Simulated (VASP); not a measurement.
# ZnInGaO4 (R3m) in VASP: single point with PBE

Aim: the single point of ZnInGaO4 with PBE.

Everything below comes from runs of VASP 6.6.1. Logs are shortened: lines on timing, memory, paths and dates and some standing lists are left out, and cuts for length are marked.

## Step 1: The cell of the first run

Symmetry: R3m, No. 160, trigonal system. Conventional cell: a = 3.356 Å, b = 3.356 Å, c = 26.111 Å, α = 90.00°, β = 90.00°, γ = 120.00°. Within 2.6 Å of Zn (site symmetry 3m) lie 5 O at 2.00 to 2.55 Å. In (site symmetry 3m) has 6 O at 2.22 Å within 2.9 Å. Within 2.6 Å of Ga (site symmetry 3m) lie 5 O at 1.94 to 2.00 Å. Within 2.6 Å of O (site symmetry 3m) lie 1 Zn at 2.00 Å and 3 In at 2.22 Å. Within 2.6 Å of O (site symmetry 3m) lie 1 Ga at 1.98 Å and 3 In at 2.22 Å. Within 2.6 Å of O (site symmetry 3m) lie 3 Ga at 1.94 Å and 1 Zn at 2.55 Å. O (site symmetry 3m) has 1 Ga at 2.00 Å and 3 Zn at 2.02 Å within 2.6 Å.

## Step 2: Single point, PBE

File INCAR:

```
SYSTEM = ZnInGaO4
PREC = Accurate
ENCUT = 600
EDIFF = 1E-6
ISMEAR = 0
SIGMA = 0.05
LREAL = .False.
LASPH = .True.
NELM = 120
ALGO = Normal
ISIF = 2
LWAVE = .False.
LCHARG = .False.
GGA = PE
NBANDS = 40
GGA_COMPAT = .False.
```

File KPOINTS:

```
regular mesh
0
Gamma
  12 12 12
  0 0 0
```

File POSCAR:

```
ZnInGaO4
1.0
    1.6780870783      0.9688440264      8.7037738410
   -1.6780870783      0.9688440264      8.7037738410
    0.0000000000     -1.9376880527      8.7037738410
Zn In Ga O
1 1 1 4
Direct
    0.2188058432      0.2188058432      0.2188058432
    0.0030766890      0.0030766890      0.0030766890
    0.7870516785      0.7870516785      0.7870516785
    0.2952710206      0.2952710206      0.2952710206
    0.7112323881      0.7112323881      0.7112323881
    0.1210362605      0.1210362605      0.1210362605
    0.8635271202      0.8635271202      0.8635271202
```

Potentials or basis: VASP PAW PBE potentials, release 64 (Zn, In_d, Ga_d, O).

The run is started by

```bash
$ cat potpaw_PBE.64/Zn/POTCAR potpaw_PBE.64/In_d/POTCAR potpaw_PBE.64/Ga_d/POTCAR potpaw_PBE.64/O/POTCAR > POTCAR
$ mpirun -np 1 vasp_std > vasp.out
```

OUTCAR:

```text
SYSTEM = ZnInGaO4
   PREC = Accurate
   ENCUT = 600
   EDIFF = 1E-6
   ISMEAR = 0
   LREAL = .False.
   LASPH = .True.
   NELM = 120
   ISIF = 2
   GGA = PE

 ion  position               nearest neighbor table
   1  0.219  0.219  0.219-   4 2.00   7 2.02   7 2.02   7 2.02
   2  0.003  0.003  0.003-   4 2.22   4 2.22   4 2.22   5 2.22   5 2.22   5 2.22
   3  0.787  0.787  0.787-   6 1.94   6 1.94   6 1.94   5 1.98   7 2.00
   4  0.295  0.295  0.295-   1 2.00   2 2.22   2 2.22   2 2.22
   5  0.711  0.711  0.711-   3 1.98   2 2.22   2 2.22   2 2.22
   6  0.121  0.121  0.121-   3 1.94   3 1.94   3 1.94
   7  0.864  0.864  0.864-   3 2.00   1 2.02   1 2.02   1 2.02

  LATTYP: Found a trigonal (rhomboedric) cell.
 ALAT       =     8.9168556154
 COS(alpha) =     0.9291670200

  Lattice vectors:

 A1 = (   1.6780870783,   0.9688440264,   8.7037738410)
 A2 = (  -1.6780870783,   0.9688440264,   8.7037738410)
 A3 = (   0.0000000000,  -1.9376880527,   8.7037738410)

Analysis of symmetry for initial positions (statically):
=====================================================================
 Subroutine PRICEL returns:
 Original cell was already a primitive cell.

 Routine SETGRP: Setting up the symmetry group for a
 trigonal (rhombohedral) supercell.

 Subroutine GETGRP returns: Found  6 space group operations
 (whereof  6 operations were pure point group operations)
 out of a pool of 12 trial point group operations.

The static configuration has the point symmetry C_3v.

Analysis of symmetry for dynamics (positions and initial velocities):
=====================================================================
 Subroutine PRICEL returns:
 Original cell was already a primitive cell.

 Routine SETGRP: Setting up the symmetry group for a
 trigonal (rhombohedral) supercell.

 Subroutine GETGRP returns: Found  6 space group operations
 (whereof  6 operations were pure point group operations)
 out of a pool of 12 trial point group operations.

The dynamic configuration has the point symmetry C_3v.

 Subroutine INISYM returns: Found  6 space group operations
 (whereof  6 operations are pure point group operations),
 and found     1 'primitive' translations

----------------------------------------------------------------------------------------

                                     Primitive cell

  volume of cell :      84.9038

  direct lattice vectors                    reciprocal lattice vectors
     1.678087078  0.968844026  8.703773841     0.297958316  0.172026314  0.038297564
    -1.678087078  0.968844026  8.703773841    -0.297958316  0.172026314  0.038297564
     0.000000000 -1.937688053  8.703773841     0.000000000 -0.344052628  0.038297564

  length of vectors
     8.916855615  8.916855615  8.916855615     0.346177576  0.346177576  0.346177576

  position of ions in fractional coordinates (direct lattice)
     0.218805843  0.218805843  0.218805843
     0.003076689  0.003076689  0.003076689
     0.787051678  0.787051678  0.787051678
     0.295271021  0.295271021  0.295271021
     0.711232388  0.711232388  0.711232388
     0.121036260  0.121036260  0.121036260
     0.863527120  0.863527120  0.863527120

  ion indices of the primitive-cell ions
   primitive index   ion index
                 1           1
                 2           2
                 3           3
                 4           4
                 5           5
                 6           6
                 7           7

----------------------------------------------------------------------------------------

 KPOINTS: regular mesh

Automatic generation of k-mesh.
 Grid dimensions read from file:
 generate k-points for:   12   12   12

 Generating k-lattice:

  Cartesian coordinates                     Fractional coordinates (reciprocal lattice)
     0.024829860  0.014335526  0.003191464     0.083333333  0.000000000  0.000000000
    -0.024829860  0.014335526  0.003191464     0.000000000  0.083333333  0.000000000
     0.000000000 -0.028671052  0.003191464    -0.000000000 -0.000000000  0.083333333

  Length of vectors
     0.028848131  0.028848131  0.028848131

  Shift w.r.t. Gamma in fractional coordinates (k-lattice)
     0.000000000  0.000000000  0.000000000

 Subroutine IBZKPT returns following result:
 ===========================================

 Found    189 irreducible k-points:

 Following reciprocal coordinates:
            Coordinates               Weight
  0.000000  0.000000  0.000000      1.000000
  0.083333  0.000000 -0.000000      6.000000
  0.166667  0.000000  0.000000      6.000000
  0.250000 -0.000000  0.000000      6.000000
  0.333333 -0.000000  0.000000      6.000000
  0.416667  0.000000  0.000000      6.000000
[... 16 lines left out ...]
  0.500000  0.166667  0.000000     12.000000
 -0.416667  0.166667  0.000000     12.000000
 [... further k-points ...]
   k-points           NKPTS =    189   k-points in BZ     NKDIM =    189   number of bands    NBANDS=     40
   number of dos      NEDOS =    301   number of ions     NIONS =      7
   total plane-waves  NPLWV = 373248
   dimension x,y,z NGX =    72 NGY =   72 NGZ =   72
   dimension x,y,z NGXF=   144 NGYF=  144 NGZF=  144
   ions per type =               1   1   1   4
   NGX,Y,Z   is equivalent  to a cutoff of  13.42, 13.42, 13.42 a.u.
   NGXF,Y,Z  is equivalent  to a cutoff of  26.85, 26.85, 26.85 a.u.
 SYSTEM =  ZnInGaO4
   PREC   = accura    normal or accurate (medium, high low for compatibility)
   ISTART =      0    job   : 0-new  1-cont  2-samecut
   ICHARG =      2    charge: 1-file 2-atom 10-const
   ISPIN  =      1    spin polarized calculation?
   LNONCOLLINEAR =      F non collinear calculations
   LSORBIT =      F    spin-orbit coupling
   LASPH  =      T    aspherical Exc in radial PAW
   ENCUT  =  600.0 eV  44.10 Ry    6.64 a.u.  17.81 17.81 17.81*2*pi/ulx,y,z
   NELM   =    120;   NELMIN=  2; NELMDL= -5     # of ELM steps
   EDIFF  = 0.1E-05   stopping-criterion for ELM
   LREAL  =      F    real-space projection
   EDIFFG = 0.1E-04   stopping-criterion for IOM
   NSW    =      0    number of steps for IOM
   IBRION =     -1    ionic relax: 0-MD 1-quasi-New 2-CG
   NFREE  =      0    steps in history (QN), initial steepest desc. (CG)
   ISIF   =      2    stress and relaxation
   ISYM   =      2    0-nonsym 1-usesym 2-fastsym
   POTIM  = 0.5000    time-step for ionic-motion
   TEBEG  =    0.0;   TEEND  =   0.0 temperature during run
   PSTRESS=    0.0 pullay stress
   NELECT =      62.0000    total number of electrons
   NUPDOWN=      -1.0000    fix difference up-down
   EMIN   =  10.00;   EMAX   =-10.00  energy-range for DOS
   EFERMI =   0.00;   METHOD = LEGACY
   ISMEAR =     0;   SIGMA  =   0.05  broadening in eV -4-tet -1-fermi 0-gaus
   EFERMI_NEDOS =   21; number of points for ismear=-14 and -15
   IALGO  =     38    algorithm
   IMIX   =      4    mixing-type and parameters
     AMIX     =   0.40;   BMIX     =  1.00
     AMIX_MAG =   1.60;   BMIX_MAG =  1.00
  volume/ion in A,a.u.               =      12.13        81.85
  Fermi-wavevector in a.u.,A,eV,Ry     =   1.474222  2.785876 29.569971  2.173332
  Thomas-Fermi vector in A             =   2.589020
   LORBIT       =      0    0 simple, 1 ext, 2 COOP (PROOUT), +10 PAW based schemes
   GGA     = PE    functional components
   LHFCALC =     F    Hartree Fock is set to
   AEXX    =    0.0000 exact exchange contribution
   IVDW    =     0    specifies the selected vdW correction
   LEPSILON=     F    determine dielectric tensor
   LRPA    =     F    only Hartree local field effects (RPA)
 non-spin polarized calculation
 Gauss-broadening in eV      SIGMA  =   0.05
  energy-cutoff  :      600.00
  volume of cell :       84.90
 maximum number of plane-waves:      2872
   NGX = 35   NGY = 35   NGZ = 35

 number of electron      62.0000012 magnetization

 Free energy of the ion-electron system (eV)
  ---------------------------------------------------
  ext. energy  EPLUGINS =         0.00000000
  ---------------------------------------------------
  free energy    TOTEN  =       -37.82081978 eV

  energy without entropy =      -37.82081978  energy(sigma->0) =      -37.82081978

 E-fermi :   3.8628     XC(G=0): -11.0278

 val. band max:        3.5874470197   @ k =   0.0000   0.0000   0.0000
 cond. band min:       4.6829946262   @ k =   0.0000   0.0000   0.0000
 fundamental gap:      1.0955476065
 Fermi energy:         3.8628390096

 k-point     1 :       0.0000    0.0000    0.0000
  band No.  band energies     occupation
      1     -14.8844      2.00000
      2     -13.9881      2.00000
      3     -13.4238      2.00000
      4     -13.0038      2.00000
      5      -9.7427      2.00000
      6      -9.7427      2.00000
[... 32 lines left out ...]
     39      15.6867      0.00000
     40      15.6867      0.00000

 k-point     2 :       0.0833    0.0000   -0.0000
  band No.  band energies     occupation
      1     -14.8426      2.00000
      2     -13.9520      2.00000
      3     -13.4078      2.00000
      4     -13.0350      2.00000
      5      -9.7311      2.00000
      6      -9.7284      2.00000
[... 32 lines left out ...]
     39      15.2277      0.00000
     40      15.7976      0.00000

 k-point     3 :       0.1667    0.0000    0.0000
  band No.  band energies     occupation
      1     -14.7259      2.00000
      2     -13.8536      2.00000
      3     -13.3674      2.00000
      4     -13.1118      2.00000
      5      -9.6928      2.00000
      6      -9.6890      2.00000
[... 32 lines left out ...]
     39      14.7084      0.00000
     40      15.1795      0.00000

 k-point     4 :       0.2500   -0.0000    0.0000
  band No.  band energies     occupation
      1     -14.5593      2.00000
      2     -13.7268      2.00000
      3     -13.3304      2.00000
      4     -13.1813      2.00000
      5      -9.6338      2.00000
      6      -9.6213      2.00000
[... 32 lines left out ...]
     39      14.9707      0.00000
     40      15.0676      0.00000
[... 772 lines left out ...]
     39      14.6952      0.00000
     40      14.7465      0.00000

 k-point    23 :       0.5000    0.1667    0.0000
  band No.  band energies     occupation
      1     -14.1896      2.00000
      2     -13.6087      2.00000
      3     -13.2994      2.00000
      4     -13.1406      2.00000
      5      -9.5451      2.00000
      6      -9.4378      2.00000
[... 32 lines left out ...]
     39      14.4464      0.00000
     40      14.6087      0.00000

 k-point    24 :      -0.4167    0.1667    0.0000
  band No.  band energies     occupation
      1     -14.1404      2.00000
      2     -13.6252      2.00000
      3     -13.2759      2.00000
      4     -13.1276      2.00000
      5      -9.5272      2.00000
      6      -9.4415      2.00000
[... 32 lines left out ...]
     39      14.3341      0.00000
     40      14.6271      0.00000

 [... further k-points ...]

------------------------ aborting loop because EDIFF is reached ----------------------------------------

  FORCE on cell =-STRESS in cart. coord.  units (eV):
  Direction    XX          YY          ZZ          XY          YZ          ZX
  --------------------------------------------------------------------------------------
  -------------------------------------------------------------------------------------
  Total        0.2235659      0.2235659      0.2426229     -0.0000000      0.0000000     -0.0000000
  in kB        4.2187999      4.2187999      4.5784142     -0.0000000      0.0000000     -0.0000000
  external PRESSURE =       4.3386713 kB  Pullay stress =       0.0000000 kB

 VOLUME and BASIS-vectors are now :
 -----------------------------------------------------------------------------
  energy-cutoff  :      600.00
  volume of cell :       84.90
      direct lattice vectors                 reciprocal lattice vectors
     1.678087078  0.968844026  8.703773841     0.297958316  0.172026314  0.038297564
    -1.678087078  0.968844026  8.703773841    -0.297958316  0.172026314  0.038297564
     0.000000000 -1.937688053  8.703773841     0.000000000 -0.344052628  0.038297564

 POSITION                                       TOTAL-FORCE (eV/Angst)
 -----------------------------------------------------------------------------------
      0.00000      0.00000      5.71331         0.000000     -0.000000     -0.001176
      0.00000      0.00000      0.08034         0.000000      0.000000      0.001912
      0.00000      0.00000     20.55096         0.000000     -0.000000     -0.004064
      0.00000      0.00000      7.70992         0.000000      0.000000      0.016854
      0.00000      0.00000     18.57122         0.000000     -0.000000     -0.006645
      0.00000      0.00000      3.16042         0.000000     -0.000000     -0.003108
      0.00000      0.00000     22.54783         0.000000     -0.000000     -0.003772
 -----------------------------------------------------------------------------------
    total drift:                               -0.000000      0.000000      0.000417

  FREE ENERGIE OF THE ION-ELECTRON SYSTEM (eV)
  ---------------------------------------------------
  free  energy   TOTEN  =       -37.8208197761 eV

  energy  without entropy=      -37.8208197761  energy(sigma->0) =      -37.82081978
```

It took 75 min on 1 thread of Intel Xeon Platinum 8488C (Sapphire Rapids), shared host; peak memory 1.3 GiB.

Results:

| Property | Result |
| --- | --- |
| Free energy | -37.8208 eV |
| Pressure | 0.4 GPa |
| Largest force | 0.017 eV/Å |
| Band gap on the k mesh | 1.10 eV |

Forces in eV/Å, atoms in the order of the input:
```
Zn   0.000  0.000 -0.001
In   0.000  0.000  0.002
Ga   0.000  0.000 -0.004
O    0.000  0.000  0.017
O    0.000  0.000 -0.007
O    0.000  0.000 -0.003
O    0.000  0.000 -0.004
```

Caveat: spin-orbit coupling is left out, which moves the levels of the heavy elements. A k mesh can miss the band edges.
